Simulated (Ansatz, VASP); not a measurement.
## Two plane-wave programs on CsSnI3

The input INCAR:

```
PREC = Accurate
ENCUT = 520
EDIFF = 1E-6
ISMEAR = 0
SIGMA = 0.01
LREAL = F
LASPH = T
NELM = 60
ALGO = Normal
ISIF = 2
LWAVE = F
LCHARG = F
NBANDS = 30
```

KPOINTS

```
regular mesh
0
Gamma
  4 4 4
```

File POSCAR:

```
CsSnI3
1.0
    6.2413961542      0.0000000000      0.0000000000
    0.0000000000      6.2413961542      0.0000000000
    0.0000000000      0.0000000000      6.2413961542
Cs Sn I
1 1 3
Direct
    0.0000000000      0.0000000000      0.0000000000
    0.5000000000      0.5000000000      0.5000000000
    0.0000000000      0.5000000000      0.5000000000
    0.5000000000      0.0000000000      0.5000000000
    0.5000000000      0.5000000000      0.0000000000
```

Input for Ansatz:

```yaml
crystal:
  lattice:
    - [6.2413961542, 0.0, 0.0]
    - [0.0, 6.2413961542, 0.0]
    - [0.0, 0.0, 6.2413961542]
  atoms:
    - { symbol: Cs, position: [0.0, 0.0, 0.0] }
    - { symbol: Sn, position: [0.5, 0.5, 0.5] }
    - { symbol: I, position: [0.0, 0.5, 0.5] }
    - { symbol: I, position: [0.5, 0.0, 0.5] }
    - { symbol: I, position: [0.5, 0.5, 0.0] }
kpoints:
  mp_grid: { grid: [4, 4, 4] }
  band_path:
    path: [[0.0, 0.0, 0.0], [0.0, 0.5, 0.0], [0.5, 0.5, 0.0], [0.5, 0.5, 0.5]]
    npoints: 1
hamiltonian:
  xc: lda
scf:
  occupations: { method: fixed }
  n_extra_bands: 5
output:
  forces: true
  stress: true
  eigenvalues: true
  write_density: true
  write_potential: true
  elf: true
  volumetric_format: npy
```

Alike in both runs: task single point; functional LDA; k mesh 4 × 4 × 4; no spin polarisation.

|  | VASP | Ansatz |
| --- | --- | --- |
| version | VASP 6.6.1 | Ansatz 0.2.0 |
| potentials or method | VASP PAW LDA potentials, release 64 (Cs_sv, Sn_d, I) | plane waves, PAW |
| plane-wave cutoff (eV) | 520 | 420 |
| occupations | gaussian, width 0.01 eV | fixed |
| valence electrons in the cell | 44 | 74 |

|  | VASP | Ansatz | Ansatz less VASP |
| --- | --- | --- | --- |
| gap on the k mesh at the Fermi level (eV) | 0.33 | 0.36 | +0.025 |
| pressure (GPa) | -1.5 | -1.5 | -0.01 |

LDA's correlation is that of Perdew and Zunger in VASP and of Perdew and Wang (1992) in Ansatz. VASP's potentials hold 44 valence electrons a cell and Ansatz's 74, so a difference there can come from the potentials and not from the codes.

Neither program's run includes spin-orbit coupling.
